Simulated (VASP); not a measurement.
# SiO2 (P4_12_12) in VASP: notebook

The runs below take SiO2 through electric field gradients, with PBE, r2SCAN.

Everything below comes from runs of VASP 6.6.1. Logs are shortened: lines on timing, memory, paths and dates and some standing lists are left out, and cuts for length are marked.

### 1 The cell of the first run

The structure is tetragonal, space group P4_12_12 (No. 92). Conventional cell: a = 4.996 Å, b = 4.996 Å, c = 7.016 Å, α = 90.00°, β = 90.00°, γ = 90.00°. Si (site symmetry 2) has 4 O at 1.60 to 1.61 Å within 2.1 Å. O (site symmetry 1) has 2 Si at 1.60 to 1.61 Å within 2.1 Å.

### 2 Electric field gradients, PBE

INCAR reads:

```
PREC = Accurate
ENCUT = 520
EDIFF = 1E-8
ISMEAR = -1
SIGMA = 0.02
LREAL = False
LASPH = True
NELM = 80
ALGO = Normal
ISIF = 2
LWAVE = False
LCHARG = False
GGA = PE
LEFG = True
NBANDS = 44
```

KPOINTS reads:

```
Automatic mesh
0
Gamma
  4 4 3
```

POSCAR reads:

```
SiO2
1.0
    4.9960000000      0.0000000000      0.0000000000
    0.0000000000      4.9960000000      0.0000000000
    0.0000000000      0.0000000000      7.0160000000
Si O
4 8
Direct
    0.2952500000      0.2952500000      0.0000000000
    0.2047500000      0.7952500000      0.2500000000
    0.7047500000      0.7047500000      0.5000000000
    0.7952500000      0.2047500000      0.7500000000
    0.2406000000      0.0951500000      0.1748200000
    0.4048500000      0.7406000000      0.4248200000
    0.7594000000      0.9048500000      0.6748200000
    0.5951500000      0.2594000000      0.9248200000
    0.7406000000      0.4048500000      0.5751800000
    0.9048500000      0.7594000000      0.3251800000
    0.2594000000      0.5951500000      0.0751800000
    0.0951500000      0.2406000000      0.8251800000
```

Potentials or basis: VASP PAW PBE potentials, release 64 (Si, O).

On the command line:

```console
$ cat potpaw_PBE.64/Si/POTCAR potpaw_PBE.64/O/POTCAR > POTCAR
$ mpirun -np 1 vasp_std > vasp.out
```

OUTCAR:

```text
PREC = Accurate
   ENCUT = 520
   EDIFF = 1E-8
   ISMEAR = -1
   LREAL = False
   LASPH = True
   NELM = 80
   ISIF = 2
   GGA = PE

 ion  position               nearest neighbor table
   1  0.295  0.295  0.000-   8 1.60  11 1.60   5 1.61  12 1.61   2 3.09   4 3.09   2 3.09   4 3.09

   2  0.205  0.795  0.250-   5 1.60  10 1.60   6 1.61  11 1.61   1 3.09   3 3.09   1 3.09   3 3.09

   3  0.705  0.705  0.500-   6 1.60   9 1.60   7 1.61  10 1.61   2 3.09   4 3.09   4 3.09   2 3.09

   4  0.795  0.205  0.750-   7 1.60  12 1.60   9 1.61   8 1.61   1 3.09   3 3.09   3 3.09   1 3.09

   5  0.241  0.095  0.175-   2 1.60   1 1.61
   6  0.405  0.741  0.425-   3 1.60   2 1.61
   7  0.759  0.905  0.675-   4 1.60   3 1.61
   8  0.595  0.259  0.925-   1 1.60   4 1.61
   9  0.741  0.405  0.575-   3 1.60   4 1.61
  10  0.905  0.759  0.325-   2 1.60   3 1.61
  11  0.259  0.595  0.075-   1 1.60   2 1.61
  12  0.095  0.241  0.825-   4 1.60   1 1.61

  LATTYP: Found a simple tetragonal cell.
 ALAT       =     4.9960000000
 C/A-ratio  =     1.4043234588

  Lattice vectors:

 A1 = (   4.9960000000,   0.0000000000,   0.0000000000)
 A2 = (   0.0000000000,   4.9960000000,   0.0000000000)
 A3 = (   0.0000000000,   0.0000000000,   7.0160000000)

Analysis of symmetry for initial positions (statically):
=====================================================================
 Subroutine PRICEL returns:
 Original cell was already a primitive cell.

 Routine SETGRP: Setting up the symmetry group for a
 simple tetragonal supercell.

 Subroutine GETGRP returns: Found  8 space group operations
 (whereof  2 operations were pure point group operations)
 out of a pool of 16 trial point group operations.

The static configuration has the point symmetry C_2 .
 The point group associated with its full space group is D_4 .

Analysis of symmetry for dynamics (positions and initial velocities):
=====================================================================
 Subroutine PRICEL returns:
 Original cell was already a primitive cell.

 Routine SETGRP: Setting up the symmetry group for a
 simple tetragonal supercell.

 Subroutine GETGRP returns: Found  8 space group operations
[... 742 lines left out ...]
  energy-cutoff  :      520.00
  volume of cell :      175.12
      direct lattice vectors                 reciprocal lattice vectors
     4.996000000  0.000000000  0.000000000     0.200160128  0.000000000  0.000000000
     0.000000000  4.996000000  0.000000000     0.000000000  0.200160128  0.000000000
     0.000000000  0.000000000  7.016000000     0.000000000  0.000000000  0.142531357

 POSITION                                       TOTAL-FORCE (eV/Angst)
 -----------------------------------------------------------------------------------
      1.47507      1.47507      0.00000        -0.128034     -0.128034     -0.000000
      1.02293      3.97307      1.75400         0.128034     -0.128034     -0.000000
      3.52093      3.52093      3.50800         0.128034      0.128034     -0.000000
      3.97307      1.02293      5.26200        -0.128034      0.128034     -0.000000
      1.20204      0.47537      1.22654        -0.001412      0.420698      0.205197
      2.02263      3.70004      2.98054        -0.420698     -0.001412      0.205197
      3.79396      4.52063      4.73454         0.001412     -0.420698      0.205197
      2.97337      1.29596      6.48854         0.420698      0.001412      0.205197
      3.70004      2.02263      4.03546        -0.001412     -0.420698     -0.205197
      4.52063      3.79396      2.28146        -0.420698      0.001412     -0.205197
      1.29596      2.97337      0.52746         0.001412      0.420698     -0.205197
      0.47537      1.20204      5.78946         0.420698     -0.001412     -0.205197
 -----------------------------------------------------------------------------------
    total drift:                               -0.000000      0.000000      0.000000

  FREE ENERGIE OF THE ION-ELECTRON SYSTEM (eV)
  ---------------------------------------------------
  free  energy   TOTEN  =       -94.7629258042 eV

  energy  without entropy=      -94.7629258042  energy(sigma->0) =      -94.76292580

 Electric field gradients (V/A^2)
---------------------------------------------------------------------
 ion       V_xx      V_yy      V_zz      V_xy      V_xz      V_yz
---------------------------------------------------------------------
   1      -0.286    -0.286     0.572     0.601     3.096    -3.096
   2      -0.286    -0.286     0.572    -0.601     3.096     3.096
   3      -0.286    -0.286     0.572     0.601    -3.096     3.096
   4      -0.286    -0.286     0.572    -0.601    -3.096    -3.096
   5     -46.389    42.577     3.812    15.255   -11.319   -58.035
   6      42.577   -46.389     3.812   -15.255    58.035   -11.319
   7     -46.389    42.577     3.812    15.255    11.319    58.035
   8      42.577   -46.389     3.812   -15.255   -58.035    11.319
   9     -46.389    42.577     3.812   -15.255    11.319   -58.035
  10      42.577   -46.389     3.812    15.255   -58.035   -11.319
  11     -46.389    42.577     3.812   -15.255   -11.319    58.035
  12      42.577   -46.389     3.812    15.255    58.035    11.319
---------------------------------------------------------------------

 Electric field gradients after diagonalization (V/A^2)
 (convention: |V_zz| > |V_xx| > |V_yy|)
----------------------------------------------------------------------
 ion       V_xx      V_yy      V_zz     asymmetry (V_yy - V_xx)/ V_zz
----------------------------------------------------------------------
   1       4.281     0.315    -4.596       0.863
   2       4.281     0.315    -4.596       0.863
   3       4.281     0.315    -4.596       0.863
   4       4.281     0.315    -4.596       0.863
   5     -49.099   -37.985    87.084       0.128
   6     -49.099   -37.985    87.084       0.128
   7     -49.099   -37.985    87.084       0.128
   8     -49.099   -37.985    87.084       0.128
   9     -49.099   -37.985    87.084       0.128
  10     -49.099   -37.985    87.084       0.128
  11     -49.099   -37.985    87.084       0.128
  12     -49.099   -37.985    87.084       0.128
----------------------------------------------------------------------

           NMR quadrupolar parameters

 Cq : quadrupolar parameter    Cq=e*Q*V_zz/h
 eta: asymmetry parameters     (V_yy - V_xx)/ V_zz
 Q  : nuclear electric quadrupole moment in mb (millibarn)
----------------------------------------------------------------------
 ion       Cq(MHz)       eta       Q (mb)
----------------------------------------------------------------------
   1      -0.011       0.863       1.000
   2      -0.011       0.863       1.000
   3      -0.011       0.863       1.000
   4      -0.011       0.863       1.000
   5       0.211       0.128       1.000
   6       0.211       0.128       1.000
   7       0.211       0.128       1.000
   8       0.211       0.128       1.000
   9       0.211       0.128       1.000
  10       0.211       0.128       1.000
  11       0.211       0.128       1.000
  12       0.211       0.128       1.000
----------------------------------------------------------------------
```

OSZICAR:

```text
N       E                     dE             d eps       ncg     rms          rms(c)
DAV:   1     0.424218051005E+03    0.42422E+03   -0.33066E+04  1056   0.133E+03
DAV:   2    -0.749706982172E+02   -0.49919E+03   -0.48130E+03  1352   0.317E+02
DAV:   3    -0.107698336753E+03   -0.32728E+02   -0.32578E+02  1304   0.867E+01
DAV:   4    -0.108126069091E+03   -0.42773E+00   -0.42702E+00  1284   0.109E+01
DAV:   5    -0.108133539635E+03   -0.74705E-02   -0.74669E-02  1312   0.141E+00    0.303E+01
DAV:   6    -0.947917607547E+02    0.13342E+02   -0.50272E+01  1212   0.328E+01    0.144E+01
DAV:   7    -0.947693281163E+02    0.22433E-01   -0.14970E+00  1304   0.507E+00    0.518E+00
DAV:   8    -0.947504460587E+02    0.18882E-01   -0.84228E-02  1280   0.175E+00    0.201E+00
DAV:   9    -0.947601094359E+02   -0.96634E-02   -0.44908E-02  1216   0.120E+00    0.362E-01
DAV:  10    -0.947629153947E+02   -0.28060E-02   -0.41157E-03  1140   0.309E-01    0.108E-01
DAV:  11    -0.947629060942E+02    0.93006E-05   -0.96823E-04  1296   0.162E-01    0.166E-02
DAV:  12    -0.947629202840E+02   -0.14190E-04   -0.27690E-05  1192   0.273E-02    0.156E-02
DAV:  13    -0.947629251738E+02   -0.48899E-05   -0.59681E-06  1176   0.129E-02    0.503E-03
DAV:  14    -0.947629258020E+02   -0.62819E-06   -0.71077E-07  1320   0.450E-03    0.127E-03
DAV:  15    -0.947629258184E+02   -0.16366E-07   -0.33423E-08   988   0.106E-03    0.505E-04
DAV:  16    -0.947629258057E+02    0.12677E-07   -0.37697E-09   928   0.325E-04    0.194E-04
DAV:  17    -0.947629258042E+02    0.14861E-08   -0.13615E-09   684   0.188E-04
   1 F= -.94762926E+02 E0= -.94762926E+02  d E =-.388080E-11
```

stdout:

```text
POSCAR found type information on POSCAR SiO
 POSCAR found :  2 types and      12 ions
 scaLAPACK will be used
 LDA part: xc-table for (Slater+PW92), standard interpolation
 POSCAR, INCAR and KPOINTS ok, starting setup
 FFT: planning ... GRIDC
 FFT: planning ... GRID_SOFT
 FFT: planning ... GRID
 WAVECAR not read
 entering main loop
ion   1

ion   2

ion   3

ion   4

ion   5
     0.0000293    -3.1851219    12.3747265    -0.8736896     2.2843328     9.2637896
     0.0000403    -3.1851219    12.3747264    -0.8736896     2.2843328     9.2637896
     0.0000555    -3.1851218    12.3747262    -0.8736896     2.2843328     9.2637894
     0.0000765    -3.1851217    12.3747258    -0.8736896     2.2843327     9.2637891
[... 72 lines left out ...]
ion  12
     0.0000293    -3.1851219    -2.2843328    -0.8736896   -12.3747265    -9.2637896
     0.0000403    -3.1851219    -2.2843328    -0.8736896   -12.3747264    -9.2637896
     0.0000555    -3.1851218    -2.2843328    -0.8736896   -12.3747262    -9.2637894
     0.0000765    -3.1851217    -2.2843327    -0.8736896   -12.3747258    -9.2637891

     0.0000293   -12.0661118    -8.8169216    -2.8095238   -46.1936193   -34.9810123
     0.0000403   -12.0661095    -8.8169200    -2.8095233   -46.1936107   -34.9810058
     0.0000555   -12.0661057    -8.8169171    -2.8095224   -46.1935960   -34.9809946
     0.0000765   -12.0660992    -8.8169124    -2.8095210   -46.1935714   -34.9809759
```

Wall time 78 s (1 thread of Intel Xeon 6975P-C (Granite Rapids), shared host); peak memory 0.29 GiB.

Results:

| Property | Result |
| --- | --- |
| Free energy | -94.7629 eV |
| Pressure | 7.5 GPa |
| Largest force | 0.468 eV/Å |
| Band gap on the k mesh | 5.76 eV |
| Largest electric field gradient by atom | Si -4.6; O +87.1 V/Å² |

Forces on the atoms (eV/Å):
```
Si  -0.128 -0.128  0.000
Si   0.128 -0.128  0.000
Si   0.128  0.128  0.000
Si  -0.128  0.128  0.000
O   -0.001  0.421  0.205
O   -0.421 -0.001  0.205
O    0.001 -0.421  0.205
O    0.421  0.001  0.205
O   -0.001 -0.421 -0.205
O   -0.421  0.001 -0.205
O    0.001  0.421 -0.205
O    0.421 -0.001 -0.205
```

Stress tensor (GPa, compression positive):
```
7.88 0.00 0.00
0.00 7.88 0.00
0.00 0.00 6.69
```

Electric field gradients, principal values (V/Å²):
| atom | least | middle | greatest (by size) |
| --- | --- | --- | --- |
| 1 Si | 0.315 | 4.281 | -4.596 |
| 2 Si | 0.315 | 4.281 | -4.596 |
| 3 Si | 0.315 | 4.281 | -4.596 |
| 4 Si | 0.315 | 4.281 | -4.596 |
| 5 O | -37.985 | -49.099 | 87.084 |
| 6 O | -37.985 | -49.099 | 87.084 |
| 7 O | -37.985 | -49.099 | 87.084 |
| 8 O | -37.985 | -49.099 | 87.084 |
| 9 O | -37.985 | -49.099 | 87.084 |
| 10 O | -37.985 | -49.099 | 87.084 |
| 11 O | -37.985 | -49.099 | 87.084 |
| 12 O | -37.985 | -49.099 | 87.084 |

Caveat: the cell stands under pressure; without QUAD_EFG the Cq values of the log hold for a quadrupole moment of 1 mb, not for the nuclei.

### 3 Electric field gradients, r2SCAN

POSCAR reads:

```
SiO2
1.0
    4.9960000000      0.0000000000      0.0000000000
    0.0000000000      4.9960000000      0.0000000000
    0.0000000000      0.0000000000      7.0160000000
Si O
4 8
Direct
    0.3019817275      0.3019817275      0.0000000000
    0.1980182725      0.8019817275      0.2500000000
    0.6980182725      0.6980182725      0.5000000000
    0.8019817275      0.1980182725      0.7500000000
    0.2380254823      0.1100316042      0.1815211947
    0.3899683958      0.7380254823      0.4315211947
    0.7619745177      0.8899683958      0.6815211947
    0.6100316042      0.2619745177      0.9315211947
    0.7380254823      0.3899683958      0.5684788053
    0.8899683958      0.7619745177      0.3184788053
    0.2619745177      0.6100316042      0.0684788053
    0.1100316042      0.2380254823      0.8184788053
```

INCAR.step1 reads:

```
SYSTEM = SiO2
PREC = Accurate ; ENCUT = 520
ISMEAR = -1 ; SIGMA = 0.02
LREAL = .False. ; LASPH = .True.
NELM = 100 ; NBANDS = 44
GGA = PE ; ALGO = Normal
EDIFF = 1E-4 ; LWAVE = .True.
LCHARG = .False.
```

INCAR.step2 reads:

```
SYSTEM = SiO2
PREC = Accurate ; ENCUT = 520
EDIFF = 1E-8 ; ISMEAR = -1
SIGMA = 0.02 ; LREAL = .False.
LASPH = .True. ; NELM = 100
ALGO = Normal ; ISIF = 2
LWAVE = .False. ; LCHARG = .False.
METAGGA = R2SCAN ; LMIXTAU = .True.
LEFG = .True. ; NBANDS = 44
ISTART = 1
```

KPOINTS reads:

```
Automatic mesh
0
Gamma
  4 4 3
  0 0 0
```

Potentials or basis: VASP PAW PBE potentials, release 64 (Si, O).

On the command line:

```console
$ cat potpaw_PBE.64/Si/POTCAR potpaw_PBE.64/O/POTCAR > POTCAR
$ cp INCAR.step1 INCAR
$ mpirun -np 1 vasp_std > vasp.out
$ cp INCAR.step2 INCAR
$ mpirun -np 1 vasp_std > vasp.out
```

OUTCAR:

```text
SYSTEM = SiO2
   PREC = Accurate
   ENCUT = 520
   EDIFF = 1E-8
   ISMEAR = -1
   LREAL = .False.
   LASPH = .True.
   NELM = 100
   ISIF = 2
   METAGGA = R2SCAN
   ISTART = 1

 ion  position               nearest neighbor table
   1  0.302  0.302  0.000-   8 1.62  11 1.62   5 1.63  12 1.63   2 3.10   4 3.10   2 3.10   4 3.10

   2  0.198  0.802  0.250-   5 1.62  10 1.62   6 1.63  11 1.63   1 3.10   3 3.10   1 3.10   3 3.10

   3  0.698  0.698  0.500-   6 1.62   9 1.62   7 1.63  10 1.63   2 3.10   4 3.10   4 3.10   2 3.10

   4  0.802  0.198  0.750-   7 1.62  12 1.62   9 1.63   8 1.63   1 3.10   3 3.10   3 3.10   1 3.10

   5  0.238  0.110  0.182-   2 1.62   1 1.63
   6  0.390  0.738  0.432-   3 1.62   2 1.63
   7  0.762  0.890  0.682-   4 1.62   3 1.63
   8  0.610  0.262  0.932-   1 1.62   4 1.63
   9  0.738  0.390  0.568-   3 1.62   4 1.63
  10  0.890  0.762  0.318-   2 1.62   3 1.63
  11  0.262  0.610  0.068-   1 1.62   2 1.63
  12  0.110  0.238  0.818-   4 1.62   1 1.63

  LATTYP: Found a simple tetragonal cell.
 ALAT       =     4.9960000000
 C/A-ratio  =     1.4043234588

  Lattice vectors:

 A1 = (   4.9960000000,   0.0000000000,   0.0000000000)
 A2 = (   0.0000000000,   4.9960000000,   0.0000000000)
 A3 = (   0.0000000000,   0.0000000000,   7.0160000000)

[... 802 lines left out ...]
   3       0.442     0.442    -0.884     0.329    -2.765     2.765
   4       0.442     0.442    -0.884    -0.329    -2.765    -2.765
   5     -48.753    43.757     4.996    18.473   -14.038   -58.626
   6      43.757   -48.753     4.996   -18.473    58.626   -14.038
   7     -48.753    43.757     4.996    18.473    14.038    58.626
   8      43.757   -48.753     4.996   -18.473   -58.626    14.038
   9     -48.753    43.757     4.996   -18.473    14.038   -58.626
  10      43.757   -48.753     4.996    18.473   -58.626   -14.038
  11     -48.753    43.757     4.996   -18.473   -14.038    58.626
  12      43.757   -48.753     4.996    18.473    58.626    14.038
---------------------------------------------------------------------

 Electric field gradients after diagonalization (V/A^2)
 (convention: |V_zz| > |V_xx| > |V_yy|)
----------------------------------------------------------------------
 ion       V_xx      V_yy      V_zz     asymmetry (V_yy - V_xx)/ V_zz
----------------------------------------------------------------------
   1       3.557     0.771    -4.328       0.644
   2       3.557     0.771    -4.328       0.644
   3       3.557     0.771    -4.328       0.644
   4       3.557     0.771    -4.328       0.644
   5     -52.651   -37.350    90.001       0.170
   6     -52.651   -37.350    90.001       0.170
   7     -52.651   -37.350    90.001       0.170
   8     -52.651   -37.350    90.001       0.170
   9     -52.651   -37.350    90.001       0.170
  10     -52.651   -37.350    90.001       0.170
  11     -52.651   -37.350    90.001       0.170
  12     -52.651   -37.350    90.001       0.170
----------------------------------------------------------------------

           NMR quadrupolar parameters

 Cq : quadrupolar parameter    Cq=e*Q*V_zz/h
 eta: asymmetry parameters     (V_yy - V_xx)/ V_zz
 Q  : nuclear electric quadrupole moment in mb (millibarn)
----------------------------------------------------------------------
 ion       Cq(MHz)       eta       Q (mb)
----------------------------------------------------------------------
   1      -0.010       0.644       1.000
   2      -0.010       0.644       1.000
   3      -0.010       0.644       1.000
   4      -0.010       0.644       1.000
   5       0.218       0.170       1.000
   6       0.218       0.170       1.000
   7       0.218       0.170       1.000
   8       0.218       0.170       1.000
   9       0.218       0.170       1.000
  10       0.218       0.170       1.000
  11       0.218       0.170       1.000
  12       0.218       0.170       1.000
----------------------------------------------------------------------
```

OSZICAR.step1:

```text
N       E                     dE             d eps       ncg     rms          rms(c)
DAV:   1     0.415478559299E+03    0.41548E+03   -0.32946E+04  1056   0.133E+03
DAV:   2    -0.751111606745E+02   -0.49059E+03   -0.47575E+03  1360   0.314E+02
DAV:   3    -0.107193330511E+03   -0.32082E+02   -0.31929E+02  1312   0.855E+01
DAV:   4    -0.107615557831E+03   -0.42223E+00   -0.42146E+00  1304   0.108E+01
DAV:   5    -0.107622964830E+03   -0.74070E-02   -0.74023E-02  1316   0.140E+00    0.288E+01
DAV:   6    -0.948698307912E+02    0.12753E+02   -0.49405E+01  1244   0.323E+01    0.136E+01
DAV:   7    -0.949061542767E+02   -0.36323E-01   -0.14507E+00  1272   0.504E+00    0.499E+00
DAV:   8    -0.949004157893E+02    0.57385E-02   -0.67877E-02  1308   0.163E+00    0.198E+00
DAV:   9    -0.949136514421E+02   -0.13236E-01   -0.39344E-02  1176   0.120E+00    0.363E-01
DAV:  10    -0.949160484547E+02   -0.23970E-02   -0.45705E-03  1160   0.318E-01    0.122E-01
DAV:  11    -0.949159923641E+02    0.56091E-04   -0.12116E-03  1320   0.180E-01    0.169E-02
DAV:  12    -0.949160035098E+02   -0.11146E-04   -0.28807E-05   764   0.285E-02
   1 F= -.94916004E+02 E0= -.94916004E+02  d E =-.519877E-12
```

Wall time 4.8 min (1 thread of Intel Xeon 6975P-C (Granite Rapids), shared host); peak memory 0.33 GiB.

Results:

```
Free energy                             : -119.1220 eV
Pressure                                : -3.6 GPa
Largest force                           : 0.282 eV/Å
Band gap on the k mesh                  : 6.23 eV
Largest electric field gradient by atom : Si -4.3; O +90.0 V/Å²
```

Forces in eV/Å, atoms in the order of the input:
```
Si   0.026  0.026  0.000
Si  -0.026  0.026  0.000
Si  -0.026 -0.026  0.000
Si   0.026 -0.026  0.000
O    0.043 -0.131 -0.246
O    0.131  0.043 -0.246
O   -0.043  0.131 -0.246
O   -0.131 -0.043 -0.246
O    0.043  0.131  0.246
O    0.131 -0.043  0.246
O   -0.043 -0.131  0.246
O   -0.131  0.043  0.246
```

Stress tensor (GPa, compression positive):
```
-3.25  0.00  0.00
 0.00 -3.25  0.00
 0.00  0.00 -4.35
```

Electric field gradients, principal values (V/Å²):
| atom | least | middle | greatest (by size) |
| --- | --- | --- | --- |
| 1 Si | 0.771 | 3.557 | -4.328 |
| 2 Si | 0.771 | 3.557 | -4.328 |
| 3 Si | 0.771 | 3.557 | -4.328 |
| 4 Si | 0.771 | 3.557 | -4.328 |
| 5 O | -37.350 | -52.651 | 90.001 |
| 6 O | -37.350 | -52.651 | 90.001 |
| 7 O | -37.350 | -52.651 | 90.001 |
| 8 O | -37.350 | -52.651 | 90.001 |
| 9 O | -37.350 | -52.651 | 90.001 |
| 10 O | -37.350 | -52.651 | 90.001 |
| 11 O | -37.350 | -52.651 | 90.001 |
| 12 O | -37.350 | -52.651 | 90.001 |

Caveat: the cell stands under tension; without QUAD_EFG the Cq values of the log hold for a quadrupole moment of 1 mb, not for the nuclei; the PAW data sets were made with another functional, which shifts forces and pressure a little.
